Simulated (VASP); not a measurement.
# TiO2 (Fm-3m) in VASP: single point with r2SCAN

Aim: the single point of TiO2 with r2SCAN.

Everything below comes from runs of VASP 6.6.1. Logs are shortened: lines on timing, memory, paths and dates and some standing lists are left out, and cuts for length are marked.

### Step 1. The cell of the first run

Symmetry: Fm-3m, No. 225, cubic system. The conventional cell has a = 4.794 Å, b = 4.794 Å, c = 4.794 Å, α = 90.00°, β = 90.00°, γ = 90.00°. Ti (site symmetry m-3m) has 8 O at 2.08 Å within 2.7 Å. O (site symmetry -43m) has 4 Ti at 2.08 Å and 6 O at 2.40 Å within 2.7 Å.

### Step 2. Single point, r2SCAN

Input file POSCAR:

```
TiO2
1.0
    0.0000000000      2.3968272547      2.3968272547
    2.3968272547      0.0000000000      2.3968272547
    2.3968272547      2.3968272547      0.0000000000
Ti O
1 2
Direct
    0.0000000000      0.0000000000      0.0000000000
    0.2500000000      0.2500000000      0.2500000000
    0.7500000000      0.7500000000      0.7500000000
```

Input file INCAR.step1:

```
SYSTEM = TiO2
ALGO     = Normal         ! electronic algorithm
EDIFF    = 1E-5           ! SCF threshold, eV
ENCUT    = 1480           ! plane-wave cutoff, eV
GGA      = PE             ! functional
GGA_COMPAT= .False.      
ISMEAR   = -1             ! smearing method
LASPH    = .True.         ! aspherical terms in the spheres
LCHARG   = .False.        ! write CHGCAR
LREAL    = .False.        ! projectors in reciprocal space
LWAVE    = .True.         ! write WAVECAR
NBANDS   = 19             ! bands
NELM     = 120            ! most SCF steps
PREC     = Accurate       ! precision mode
SIGMA    = 0.02           ! smearing width, eV
```

Input file INCAR.step2:

```
SYSTEM = TiO2
ALGO     = Normal         ! electronic algorithm
EDIFF    = 1E-6           ! SCF threshold, eV
ENCUT    = 1480           ! plane-wave cutoff, eV
GGA_COMPAT= .False.      
ISIF     = 2              ! what is computed and relaxed
ISMEAR   = -1             ! smearing method
ISTART   = 1            
LASPH    = .True.         ! aspherical terms in the spheres
LCHARG   = .False.        ! write CHGCAR
LMIXTAU  = .True.       
LREAL    = .False.        ! projectors in reciprocal space
LWAVE    = .False.        ! write WAVECAR
METAGGA  = R2SCAN         ! meta-GGA
NBANDS   = 19             ! bands
NELM     = 120            ! most SCF steps
PREC     = Accurate       ! precision mode
SIGMA    = 0.02           ! smearing width, eV
```

Input file KPOINTS:

```
k-points
0
Gamma
  8 8 8
  0 0 0
```

Potentials or basis: VASP PAW PBE potentials, release 64 (Ti_sv, O_h).

Started as:

```
$ cat potpaw_PBE.64/Ti_sv/POTCAR potpaw_PBE.64/O_h/POTCAR > POTCAR
$ cp INCAR.step1 INCAR
$ mpirun -np 1 vasp_std > vasp.out
$ cp INCAR.step2 INCAR
$ mpirun -np 1 vasp_std > vasp.out
```

OUTCAR:

```text
SYSTEM = TiO2
   EDIFF = 1E-6
   ENCUT = 1480
   ISIF = 2
   ISMEAR = -1
   ISTART = 1
   LASPH = .True.
   LREAL = .False.
   METAGGA = R2SCAN
   NELM = 120
   PREC = Accurate

 ion  position               nearest neighbor table
   1  0.000  0.000  0.000-   3 2.08   3 2.08   3 2.08   2 2.08   3 2.08   2 2.08   2 2.08   2 2.08

   2  0.250  0.250  0.250-   1 2.08   1 2.08   1 2.08   1 2.08
   3  0.750  0.750  0.750-   1 2.08   1 2.08   1 2.08   1 2.08

  LATTYP: Found a face centered cubic cell.
 ALAT       =     4.7936545094

  Lattice vectors:

 A1 = (   0.0000000000,   2.3968272547,   2.3968272547)
 A2 = (   2.3968272547,   0.0000000000,   2.3968272547)
 A3 = (   2.3968272547,   2.3968272547,   0.0000000000)

Analysis of symmetry for initial positions (statically):
=====================================================================
 Subroutine PRICEL returns:
 Original cell was already a primitive cell.

 Routine SETGRP: Setting up the symmetry group for a
 face centered cubic supercell.

 Subroutine GETGRP returns: Found 48 space group operations
 (whereof 48 operations were pure point group operations)
 out of a pool of 48 trial point group operations.

The static configuration has the point symmetry O_h .

Analysis of symmetry for dynamics (positions and initial velocities):
=====================================================================
 Subroutine PRICEL returns:
 Original cell was already a primitive cell.

 Routine SETGRP: Setting up the symmetry group for a
 face centered cubic supercell.

 Subroutine GETGRP returns: Found 48 space group operations
 (whereof 48 operations were pure point group operations)
 out of a pool of 48 trial point group operations.

The dynamic configuration has the point symmetry O_h .

 Subroutine INISYM returns: Found 48 space group operations
 (whereof 48 operations are pure point group operations),
 and found     1 'primitive' translations

----------------------------------------------------------------------------------------

                                     Primitive cell

  volume of cell :      27.5385

  direct lattice vectors                    reciprocal lattice vectors
     0.000000000  2.396827255  2.396827255    -0.208609110  0.208609110  0.208609110
     2.396827255  0.000000000  2.396827255     0.208609110 -0.208609110  0.208609110
     2.396827255  2.396827255  0.000000000     0.208609110  0.208609110 -0.208609110

  length of vectors
     3.389625610  3.389625610  3.389625610     0.361321577  0.361321577  0.361321577

  position of ions in fractional coordinates (direct lattice)
     0.000000000  0.000000000  0.000000000
     0.250000000  0.250000000  0.250000000
     0.750000000  0.750000000  0.750000000

  ion indices of the primitive-cell ions
   primitive index   ion index
                 1           1
                 2           2
                 3           3

----------------------------------------------------------------------------------------

 KPOINTS: k-points

Automatic generation of k-mesh.
 Grid dimensions read from file:
 generate k-points for:    8    8    8

 Generating k-lattice:

  Cartesian coordinates                     Fractional coordinates (reciprocal lattice)
    -0.026076139  0.026076139  0.026076139     0.125000000  0.000000000  0.000000000
     0.026076139 -0.026076139  0.026076139     0.000000000  0.125000000  0.000000000
     0.026076139  0.026076139 -0.026076139     0.000000000  0.000000000  0.125000000

  Length of vectors
     0.045165197  0.045165197  0.045165197

  Shift w.r.t. Gamma in fractional coordinates (k-lattice)
     0.000000000  0.000000000  0.000000000

 Subroutine IBZKPT returns following result:
 ===========================================

 Found     29 irreducible k-points:

 Following reciprocal coordinates:
            Coordinates               Weight
  0.000000  0.000000  0.000000      1.000000
  0.125000  0.000000  0.000000      8.000000
  0.250000  0.000000  0.000000      8.000000
  0.375000  0.000000  0.000000      8.000000
  0.500000  0.000000  0.000000      4.000000
  0.125000  0.125000  0.000000      6.000000
[... 16 lines left out ...]
  0.500000  0.250000  0.125000     48.000000
 -0.375000  0.250000  0.125000     24.000000
 [... further k-points ...]
   k-points           NKPTS =     29   k-points in BZ     NKDIM =     29   number of bands    NBANDS=     19
   number of dos      NEDOS =    301   number of ions     NIONS =      3
   total plane-waves  NPLWV = 110592
   dimension x,y,z NGX =    48 NGY =   48 NGZ =   48
   dimension x,y,z NGXF=    96 NGYF=   96 NGZF=   96
   ions per type =               1   2
   NGX,Y,Z   is equivalent  to a cutoff of  23.54, 23.54, 23.54 a.u.
   NGXF,Y,Z  is equivalent  to a cutoff of  47.08, 47.08, 47.08 a.u.
 SYSTEM =  TiO2
   PREC   = accura    normal or accurate (medium, high low for compatibility)
   ISTART =      1    job   : 0-new  1-cont  2-samecut
   ICHARG =      0    charge: 1-file 2-atom 10-const
   ISPIN  =      1    spin polarized calculation?
   LNONCOLLINEAR =      F non collinear calculations
   LSORBIT =      F    spin-orbit coupling
   LASPH  =      T    aspherical Exc in radial PAW
   ENCUT  = 1480.0 eV 108.78 Ry   10.43 a.u.  10.63 10.63 10.63*2*pi/ulx,y,z
   NELM   =    120;   NELMIN=  2; NELMDL=  0     # of ELM steps
   EDIFF  = 0.1E-05   stopping-criterion for ELM
   LREAL  =      F    real-space projection
   EDIFFG = 0.1E-04   stopping-criterion for IOM
   NSW    =      0    number of steps for IOM
   IBRION =     -1    ionic relax: 0-MD 1-quasi-New 2-CG
   NFREE  =      0    steps in history (QN), initial steepest desc. (CG)
   ISIF   =      2    stress and relaxation
   ISYM   =      2    0-nonsym 1-usesym 2-fastsym
   POTIM  = 0.5000    time-step for ionic-motion
   TEBEG  =    0.0;   TEEND  =   0.0 temperature during run
   PSTRESS=    0.0 pullay stress
   NELECT =      24.0000    total number of electrons
   NUPDOWN=      -1.0000    fix difference up-down
   EMIN   =  10.00;   EMAX   =-10.00  energy-range for DOS
   EFERMI =   0.00;   METHOD = LEGACY
   ISMEAR =    -1;   SIGMA  =   0.02  broadening in eV -4-tet -1-fermi 0-gaus
   EFERMI_NEDOS =   21; number of points for ismear=-14 and -15
   IALGO  =     38    algorithm
   IMIX   =      4    mixing-type and parameters
     AMIX     =   0.40;   BMIX     =  1.00
     AMIX_MAG =   1.60;   BMIX_MAG =  1.00
  volume/ion in A,a.u.               =       9.18        61.95
  Fermi-wavevector in a.u.,A,eV,Ry     =   1.563742  2.955044 33.270189  2.445290
  Thomas-Fermi vector in A             =   2.666469
   LORBIT       =      0    0 simple, 1 ext, 2 COOP (PROOUT), +10 PAW based schemes
   METAGGA = R2SCAN    functional components
   LHFCALC =     F    Hartree Fock is set to
   AEXX    =    0.0000 exact exchange contribution
   IVDW    =     0    specifies the selected vdW correction
   LEPSILON=     F    determine dielectric tensor
   LRPA    =     F    only Hartree local field effects (RPA)
 non-spin polarized calculation
  energy-cutoff  :     1480.00
  volume of cell :       27.54
 maximum number of plane-waves:      3591
 NGX is ok and might be reduce to    48
   NGX = 21   NGY = 21   NGZ = 21

 number of electron      24.0000000 magnetization

 Free energy of the ion-electron system (eV)
  ---------------------------------------------------
  ext. energy  EPLUGINS =         0.00000000
  ---------------------------------------------------
  free energy    TOTEN  =       -34.13274288 eV

  energy without entropy =      -34.13274288  energy(sigma->0) =      -34.13274288

 E-fermi :   8.2596     XC(G=0): -13.0639

 val. band max:        7.6748581610   @ k =   0.5000   0.5000   0.0000
 cond. band min:       9.2246675918   @ k =   0.0000   0.0000   0.0000
 fundamental gap:      1.5498094309
 Fermi energy:         8.2596315458

 k-point     1 :       0.0000    0.0000    0.0000
  band No.  band energies     occupation
      1     -52.3265      2.00000
      2     -27.3611      2.00000
      3     -27.3611      2.00000
      4     -27.3611      2.00000
      5     -13.0794      2.00000
      6      -9.2676      2.00000
[... 11 lines left out ...]
     18      15.9570      0.00000
     19      22.7192      0.00000

 k-point     2 :       0.1250    0.0000    0.0000
  band No.  band energies     occupation
      1     -52.3230      2.00000
      2     -27.4008      2.00000
      3     -27.3656      2.00000
      4     -27.3656      2.00000
      5     -12.8933      2.00000
      6      -9.4840      2.00000
[... 11 lines left out ...]
     18      16.5046      0.00000
     19      22.6064      0.00000

 k-point     3 :       0.2500    0.0000    0.0000
  band No.  band energies     occupation
      1     -52.3147      2.00000
      2     -27.4950      2.00000
      3     -27.3766      2.00000
      4     -27.3766      2.00000
      5     -12.4120      2.00000
      6      -9.9804      2.00000
[... 11 lines left out ...]
     18      17.7152      0.00000
     19      22.5109      0.00000

 k-point     4 :       0.3750    0.0000    0.0000
  band No.  band energies     occupation
      1     -52.3063      2.00000
      2     -27.5866      2.00000
      3     -27.3875      2.00000
      4     -27.3875      2.00000
      5     -11.8394      2.00000
      6     -10.4967      2.00000
[... 407 lines left out ...]
     18      18.2729      0.00000
     19      22.7027      0.00000

 k-point    23 :       0.5000    0.2500    0.1250
  band No.  band energies     occupation
      1     -52.3017      2.00000
      2     -27.5693      2.00000
      3     -27.4528      2.00000
      4     -27.4028      2.00000
      5     -11.5430      2.00000
      6     -10.6542      2.00000
[... 11 lines left out ...]
     18      19.0145      0.00000
     19      23.3491      0.00000

 k-point    24 :      -0.3750    0.2500    0.1250
  band No.  band energies     occupation
      1     -52.2989      2.00000
      2     -27.5874      2.00000
      3     -27.4659      2.00000
      4     -27.4090      2.00000
      5     -11.2511      2.00000
      6     -10.8837      2.00000
[... 11 lines left out ...]
     18      19.2141      0.00000
     19      23.8327      0.00000

 [... further k-points ...]

------------------------ aborting loop because EDIFF is reached ----------------------------------------

  FORCE on cell =-STRESS in cart. coord.  units (eV):
  Direction    XX          YY          ZZ          XY          YZ          ZX
  --------------------------------------------------------------------------------------
  -------------------------------------------------------------------------------------
  Total        0.2366927      0.2366927      0.2366927      0.0000000      0.0000000     -0.0000000
  in kB       13.7706748     13.7706748     13.7706748      0.0000000      0.0000000     -0.0000000
  external PRESSURE =      13.7706748 kB  Pullay stress =       0.0000000 kB

 VOLUME and BASIS-vectors are now :
 -----------------------------------------------------------------------------
  energy-cutoff  :     1480.00
  volume of cell :       27.54
      direct lattice vectors                 reciprocal lattice vectors
     0.000000000  2.396827255  2.396827255    -0.208609110  0.208609110  0.208609110
     2.396827255  0.000000000  2.396827255     0.208609110 -0.208609110  0.208609110
     2.396827255  2.396827255  0.000000000     0.208609110  0.208609110 -0.208609110

 POSITION                                       TOTAL-FORCE (eV/Angst)
 -----------------------------------------------------------------------------------
      0.00000      0.00000      0.00000         0.000000     -0.000000     -0.000000
      1.19841      1.19841      1.19841         0.000000     -0.000000     -0.000000
      3.59524      3.59524      3.59524        -0.000000      0.000000      0.000000
 -----------------------------------------------------------------------------------
    total drift:                               -0.000000     -0.000000      0.000000

  FREE ENERGIE OF THE ION-ELECTRON SYSTEM (eV)
  ---------------------------------------------------
  free  energy   TOTEN  =       -34.1327428842 eV

  energy  without entropy=      -34.1327428842  energy(sigma->0) =      -34.13274288
```

It took 11 min on 1 thread of AMD EPYC 7R43 (Zen 3), shared host; peak memory 0.36 GiB.

Results:

| Quantity | Value |
| --- | --- |
| Free energy | -34.1327 eV |
| Pressure | 1.4 GPa |
| Band gap on the k mesh | 1.55 eV (least direct gap 2.25 eV) |

Levels at points of the mesh, in eV from the valence-band top:
| k point | band 8 | band 9 | band 10 | band 11 | band 12 | band 13 | band 14 | band 15 | band 16 | band 17 |
| --- | --- | --- | --- | --- | --- | --- | --- | --- | --- | --- |
| (0.00, 0.00, 0.00) | -6.18 | -6.18 | -0.91 | -0.91 | -0.91 | 1.55 | 1.55 | 5.72 | 5.72 | 5.72 |
| (0.50, 0.00, 0.00) | -5.04 | -3.48 | -3.34 | -2.62 | -2.62 | 1.86 | 1.86 | 3.16 | 5.32 | 5.32 |
| (0.50, 0.50, 0.00) | -4.76 | -4.76 | -2.15 | -2.15 | 0.00 | 2.25 | 2.26 | 3.19 | 4.48 | 4.48 |

Caveat: the structure was generated, so it needn't be the stable form of TiO2; the PAW data sets were made with another functional, which shifts forces and pressure a little. A k mesh can miss the band edges.
